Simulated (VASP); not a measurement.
# ZnO (P6_3mc) in VASP: notebook, part 2 of 2

VASP 6.6.1. Earlier steps stand in the parts before.

**3. Single point, r2SCAN (strain +0.080 along x and y, +0.040 along z)**

Contents of POSCAR:

```
ZnO
1.0
    3.4940166523      0.0000000000      0.0000000000
   -1.7470083261      3.0259071821      0.0000000000
    0.0000000000      0.0000000000      5.4198726682
Zn O
2 2
Direct
    0.3333333333      0.6666666667      0.0012360734
    0.6666666667      0.3333333333      0.5012360734
    0.3333333333      0.6666666667      0.3808639266
    0.6666666667      0.3333333333      0.8808639266
```

Contents of INCAR.step1:

```
SYSTEM = ZnO
  PREC = Accurate
  ENCUT = 520
  ISMEAR = 0
  SIGMA = 0.05
  LREAL = .FALSE.
  LASPH = .TRUE.
  NELM = 80
  NBANDS = 26
  GGA = PE
  ALGO = Normal
  EDIFF = 1E-4
  LWAVE = .TRUE.
  LCHARG = .FALSE.
```

Contents of INCAR.step2:

```
SYSTEM = ZnO
  PREC = Accurate
  ENCUT = 520
  EDIFF = 1E-6
  ISMEAR = 0
  SIGMA = 0.05
  LREAL = .FALSE.
  LASPH = .TRUE.
  NELM = 80
  ALGO = Normal
  ISIF = 2
  LWAVE = .FALSE.
  LCHARG = .TRUE.
  METAGGA = R2SCAN
  LMIXTAU = .TRUE.
  LELF = .TRUE.
  LVHAR = .TRUE.
  NBANDS = 26
  ISTART = 1
```

Contents of KPOINTS:

```
regular mesh
0
G
  12 12 6
  0 0 0
```

Potentials or basis: VASP PAW PBE potentials, release 64 (Zn, O).

Launch:

```
> cat potpaw_PBE.64/Zn/POTCAR potpaw_PBE.64/O/POTCAR > POTCAR
> cp INCAR.step1 INCAR
> mpirun -np 1 vasp_std > vasp.out
> cp INCAR.step2 INCAR
> mpirun -np 1 vasp_std > vasp.out
```

OUTCAR:

```text
SYSTEM = ZnO
   PREC = Accurate
   ENCUT = 520
   EDIFF = 1E-6
   ISMEAR = 0
   LREAL = .FALSE.
   LASPH = .TRUE.
   NELM = 80
   ISIF = 2
   METAGGA = R2SCAN
   ISTART = 1

 ion  position               nearest neighbor table
   1  0.333  0.667  0.001-   3 2.06   4 2.12   4 2.12   4 2.12
   2  0.667  0.333  0.501-   4 2.06   3 2.12   3 2.12   3 2.12
   3  0.333  0.667  0.381-   1 2.06   2 2.12   2 2.12   2 2.12
   4  0.667  0.333  0.881-   2 2.06   1 2.12   1 2.12   1 2.12

  LATTYP: Found a hexagonal cell.
 ALAT       =     3.4940166523
 C/A-ratio  =     1.5511868453

  Lattice vectors:

 A1 = (   3.4940166523,   0.0000000000,   0.0000000000)
 A2 = (  -1.7470083261,   3.0259071821,   0.0000000000)
 A3 = (   0.0000000000,   0.0000000000,   5.4198726682)

Analysis of symmetry for initial positions (statically):
=====================================================================
 Subroutine PRICEL returns:
 Original cell was already a primitive cell.

 Routine SETGRP: Setting up the symmetry group for a
 hexagonal supercell.

 Subroutine GETGRP returns: Found 12 space group operations
 (whereof  6 operations were pure point group operations)
 out of a pool of 24 trial point group operations.

The static configuration has the point symmetry C_3v.
 The point group associated with its full space group is C_6v.

Analysis of symmetry for dynamics (positions and initial velocities):
=====================================================================
 Subroutine PRICEL returns:
 Original cell was already a primitive cell.

 Routine SETGRP: Setting up the symmetry group for a
 hexagonal supercell.

 Subroutine GETGRP returns: Found 12 space group operations
 (whereof  6 operations were pure point group operations)
 out of a pool of 24 trial point group operations.

The dynamic configuration has the point symmetry C_3v.
 The point group associated with its full space group is C_6v.

 Subroutine INISYM returns: Found 12 space group operations
 (whereof  6 operations are pure point group operations),
 and found     1 'primitive' translations

----------------------------------------------------------------------------------------

                                     Primitive cell

  volume of cell :      57.3020

  direct lattice vectors                    reciprocal lattice vectors
     3.494016652  0.000000000  0.000000000     0.286203559  0.165239702  0.000000000
    -1.747008326  3.025907182  0.000000000     0.000000000  0.330479403  0.000000000
     0.000000000  0.000000000  5.419872668     0.000000000  0.000000000  0.184506180

  length of vectors
     3.494016652  3.494016652  5.419872668     0.330479403  0.330479403  0.184506180

  position of ions in fractional coordinates (direct lattice)
     0.333333333  0.666666667  0.001236073
     0.666666667  0.333333333  0.501236073
     0.333333333  0.666666667  0.380863927
     0.666666667  0.333333333  0.880863927

  ion indices of the primitive-cell ions
   primitive index   ion index
                 1           1
                 2           2
                 3           3
                 4           4

[... 25 lines left out ...]

 Following reciprocal coordinates:
            Coordinates               Weight
  0.000000  0.000000  0.000000      1.000000
  0.083333 -0.000000  0.000000      6.000000
  0.166667 -0.000000  0.000000      6.000000
  0.250000 -0.000000  0.000000      6.000000
  0.333333 -0.000000  0.000000      6.000000
  0.416667 -0.000000  0.000000      6.000000
[... 16 lines left out ...]
  0.250000 -0.000000  0.166667     12.000000
  0.333333 -0.000000  0.166667     12.000000
 [... further k-points ...]
   k-points           NKPTS =     76   k-points in BZ     NKDIM =     76   number of bands    NBANDS=     26
   number of dos      NEDOS =    301   number of ions     NIONS =      4
   total plane-waves  NPLWV =  31360
   dimension x,y,z NGX =    28 NGY =   28 NGZ =   40
   dimension x,y,z NGXF=    56 NGYF=   56 NGZF=   80
   ions per type =               2   2
   NGX,Y,Z   is equivalent  to a cutoff of  13.32, 13.32, 12.27 a.u.
   NGXF,Y,Z  is equivalent  to a cutoff of  26.64, 26.64, 24.54 a.u.
 SYSTEM =  ZnO
   PREC   = accura    normal or accurate (medium, high low for compatibility)
   ISTART =      1    job   : 0-new  1-cont  2-samecut
   ICHARG =      0    charge: 1-file 2-atom 10-const
   ISPIN  =      1    spin polarized calculation?
   LNONCOLLINEAR =      F non collinear calculations
   LSORBIT =      F    spin-orbit coupling
   LASPH  =      T    aspherical Exc in radial PAW
   ENCUT  =  520.0 eV  38.22 Ry    6.18 a.u.   6.50  6.50 10.08*2*pi/ulx,y,z
   NELM   =     80;   NELMIN=  2; NELMDL=  0     # of ELM steps
   EDIFF  = 0.1E-05   stopping-criterion for ELM
   LREAL  =      F    real-space projection
   EDIFFG = 0.1E-04   stopping-criterion for IOM
   NSW    =      0    number of steps for IOM
   IBRION =     -1    ionic relax: 0-MD 1-quasi-New 2-CG
   NFREE  =      0    steps in history (QN), initial steepest desc. (CG)
   ISIF   =      2    stress and relaxation
   ISYM   =      2    0-nonsym 1-usesym 2-fastsym
   POTIM  = 0.5000    time-step for ionic-motion
   TEBEG  =    0.0;   TEEND  =   0.0 temperature during run
   PSTRESS=    0.0 pullay stress
   NELECT =      36.0000    total number of electrons
   NUPDOWN=      -1.0000    fix difference up-down
   EMIN   =  10.00;   EMAX   =-10.00  energy-range for DOS
   EFERMI =   0.00;   METHOD = LEGACY
   ISMEAR =     0;   SIGMA  =   0.05  broadening in eV -4-tet -1-fermi 0-gaus
   EFERMI_NEDOS =   21; number of points for ismear=-14 and -15
   IALGO  =     38    algorithm
   IMIX   =      4    mixing-type and parameters
     AMIX     =   0.40;   BMIX     =  1.00
     AMIX_MAG =   1.60;   BMIX_MAG =  1.00
  volume/ion in A,a.u.               =      14.33        96.67
  Fermi-wavevector in a.u.,A,eV,Ry     =   1.402122  2.649626 26.748318  1.965946
  Thomas-Fermi vector in A             =   2.524915
   LORBIT       =      0    0 simple, 1 ext, 2 COOP (PROOUT), +10 PAW based schemes
   METAGGA = R2SCAN    functional components
   LHFCALC =     F    Hartree Fock is set to
   AEXX    =    0.0000 exact exchange contribution
   IVDW    =     0    specifies the selected vdW correction
   LEPSILON=     F    determine dielectric tensor
   LRPA    =     F    only Hartree local field effects (RPA)
 non-spin polarized calculation
 Gauss-broadening in eV      SIGMA  =   0.05
  energy-cutoff  :      520.00
  volume of cell :       57.30
 maximum number of plane-waves:      1580
 NGX is ok and might be reduce to    28
   NGX = 13   NGY = 13   NGZ = 21

 number of electron      36.0000019 magnetization

 Free energy of the ion-electron system (eV)
  ---------------------------------------------------
  ext. energy  EPLUGINS =         0.00000000
  ---------------------------------------------------
  free energy    TOTEN  =       -35.62977410 eV

  energy without entropy =      -35.62977410  energy(sigma->0) =      -35.62977410

 E-fermi :  -0.3984     XC(G=0): -10.6252

 val. band max:       -0.6478961249   @ k =   0.0000   0.0000   0.0000
 cond. band min:       0.2804927539   @ k =   0.0000   0.0000   0.0000
 fundamental gap:      0.9283888787
 Fermi energy:        -0.3984246067

 k-point     1 :       0.0000    0.0000    0.0000
  band No.  band energies     occupation
      1     -18.4078      2.00000
      2     -17.9171      2.00000
      3      -5.7669      2.00000
      4      -5.7669      2.00000
      5      -5.7575      2.00000
      6      -5.6072      2.00000
[... 685 lines left out ...]
     25      12.3089      0.00000
     26      12.7299      0.00000

 [... further k-points ...]

------------------------ aborting loop because EDIFF is reached ----------------------------------------

  FORCE on cell =-STRESS in cart. coord.  units (eV):
  Direction    XX          YY          ZZ          XY          YZ          ZX
  --------------------------------------------------------------------------------------
  -------------------------------------------------------------------------------------
  Total       -7.1146429     -7.1146429     -5.4819585     -0.0000000     -0.0000000     -0.0000000
  in kB     -198.9271379   -198.9271379   -153.2768853     -0.0000000     -0.0000000     -0.0000000
  external PRESSURE =    -183.7103870 kB  Pullay stress =       0.0000000 kB

 VOLUME and BASIS-vectors are now :
 -----------------------------------------------------------------------------
  energy-cutoff  :      520.00
  volume of cell :       57.30
      direct lattice vectors                 reciprocal lattice vectors
     3.494016652  0.000000000  0.000000000     0.286203559  0.165239702  0.000000000
    -1.747008326  3.025907182  0.000000000     0.000000000  0.330479403  0.000000000
     0.000000000  0.000000000  5.419872668     0.000000000  0.000000000  0.184506180

 POSITION                                       TOTAL-FORCE (eV/Angst)
 -----------------------------------------------------------------------------------
     -0.00000      2.01727      0.00670         0.000000      0.000000     -0.059231
      1.74701      1.00864      2.71664        -0.000000      0.000000     -0.059231
     -0.00000      2.01727      2.06423         0.000000     -0.000000      0.059231
      1.74701      1.00864      4.77417         0.000000      0.000000      0.059231
 -----------------------------------------------------------------------------------
    total drift:                                0.000000      0.000001      0.025436

  FREE ENERGIE OF THE ION-ELECTRON SYSTEM (eV)
  ---------------------------------------------------
  free  energy   TOTEN  =       -35.6297741021 eV

  energy  without entropy=      -35.6297741021  energy(sigma->0) =      -35.62977410
```

It took 4.3 min on 1 thread of AMD EPYC 9R45 (Zen 5), shared host; peak memory 0.21 GiB.

Results:

```
Free energy            : -35.6298 eV
Pressure               : -18.4 GPa
Largest force          : 0.059 eV/Å
Band gap on the k mesh : 0.93 eV
```

Forces in eV/Å, atoms in the order of the input:
```
Zn   0.000  0.000 -0.059
Zn   0.000  0.000 -0.059
O    0.000  0.000  0.059
O    0.000  0.000  0.059
```

Caveat: the cell differs from its parent crystal (strain +0.080 along x and y, +0.040 along z); the cell stands under tension; the PAW data sets were made with another functional, which shifts forces and pressure a little.
